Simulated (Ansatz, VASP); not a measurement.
# TiCo in VASP and in Ansatz

Contents of INCAR:

```
SYSTEM = TiCo
PREC = Accurate
ENCUT = 520
EDIFF = 1E-8
ISMEAR = -1
SIGMA = 0.001
LREAL = .False.
LASPH = .True.
NELM = 150
ALGO = Normal
ISIF = 2
LWAVE = .False.
LCHARG = .False.
ISPIN = 2
MAGMOM = -1 2
LORBIT = 11
LMAXMIX = 4
GGA = RP
LEFG = .True.
NBANDS = 22
```

The input KPOINTS:

```
Automatic mesh
0
Gamma
  11 11 11
  0 0 0
```

File POSCAR:

```
TiCo
1.0
    2.9256713971      0.0000000000      0.0000000000
    0.0000000000      2.9256713971      0.0000000000
    0.0000000000      0.0000000000      2.9256713971
Ti Co
1 1
Direct
    0.0000000000      0.0000000000      0.0000000000
    0.5000000000      0.5000000000      0.5000000000
```

Input for Ansatz:

```yaml
crystal:
  lattice:
    - [2.9256713971, 0.0, 0.0]
    - [0.0, 2.9256713971, 0.0]
    - [0.0, 0.0, 2.9256713971]
  atoms:
    - { symbol: Ti, position: [0.0, 0.0, 0.0], spin: -1.0 }
    - { symbol: Co, position: [0.5, 0.5, 0.5], spin: 2.0 }
magnetization:
  spin_polarized: true
kpoints:
  mp_grid: { grid: [11, 11, 11] }
scf:
  occupations: { method: fermi_dirac, width: 0.001 }
hamiltonian:
  xc: rpbe
  pseudopotentials: { kind: paw }
output:
  forces: true
  stress: true
  eigenvalues: true
  efg: { contact_densities: true }
  write_density: true
  write_potential: true
  elf: true
  volumetric_format: npy
```

Alike in both runs: task electric field gradients; functional RPBE; k mesh 11 × 11 × 11; occupations fermi-dirac, width 0.001 eV; collinear spin.

|  | VASP | Ansatz |
| --- | --- | --- |
| version | VASP 6.6.1 | Ansatz 0.2.0 |
| potentials or method | VASP PAW PBE potentials, release 64 (Ti_sv, Co) | PAW with Ansatz's default frozen-core files, scalar-relativistic |
| plane-wave cutoff (eV) | 520 | 420 |
| valence electrons in the cell | 21 | 29 |

|  | VASP | Ansatz | Ansatz less VASP |
| --- | --- | --- | --- |
| gap on the k mesh at the Fermi level (eV) | none | none | - |
| pressure (GPa) | 15.9 | 16.6 | +0.70 |
| net moment per atom (μB) | 0.45 | 0.45 | 0.000 |
| size of the moment on the site where the two differ most (μB) | 0.92 | 0.94 | +0.023 |

VASP's potentials were made for PBE, not for RPBE. Site moments also hang on the region over which each program counts them. A gap of «none» marks a metal or a gap that the smearing closes. VASP's potentials hold 21 valence electrons a cell and Ansatz's 29, so a difference there can come from the potentials and not from the codes.
